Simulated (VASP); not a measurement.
Crystal: NaCl.

```
CELL_PARAMETERS angstrom
0.00000 2.79406 2.79406
2.79406 0.00000 2.79406
2.79406 2.79406 0.00000
ATOMIC_POSITIONS crystal
Na 0.00000 0.00000 0.00000
Cl 0.50000 0.50000 0.50000
```

| Item | Value |
| --- | --- |
| Program | VASP 6.6.1 |
| Task | relaxation of cell and atoms |
| Functional | PBE |
| Potentials or basis | VASP PAW PBE potentials, release 64 (Na_pv, Cl) |
| Cutoff | 600 eV |
| k mesh | 8 × 8 × 8 |
| Occupations | gaussian, width 0.02 eV |
| Spin | no spin polarisation |

At the start: pressure 1.6 GPa; volume 21.81 Å³/atom.

Question: Where does the relaxation end?

Answer: Over 3 steps the energy falls by 5.9 meV/atom and the volume is 23.13 Å³/atom (+6.0 %); space group Fm-3m (No. 225, to 0.05 Å).

The path:
| step | energy change (eV) | largest force (eV/Å) | pressure (GPa) | volume (Å³) |
| --- | --- | --- | --- | --- |
| 1 | 0.0000 | 0.0000 | 1.56 | 43.63 |
| 2 | -0.0093 | 0.0000 | 0.73 | 44.98 |
| 3 | -0.0118 | 0.0000 | 0.01 | 46.26 |

Final structure:
```cif
data_structure
_symmetry_space_group_name_H-M 'P 1'
_symmetry_Int_Tables_number 1
_cell_length_a 4.0295
_cell_length_b 4.0295
_cell_length_c 4.0295
_cell_angle_alpha 60.000
_cell_angle_beta 60.000
_cell_angle_gamma 60.000
_cell_volume 46.26
loop_
_atom_site_label
_atom_site_type_symbol
_atom_site_fract_x
_atom_site_fract_y
_atom_site_fract_z
_atom_site_occupancy
Na1 Na 0.00000 0.00000 0.00000 1
Cl1 Cl 0.50000 0.50000 0.50000 1
```
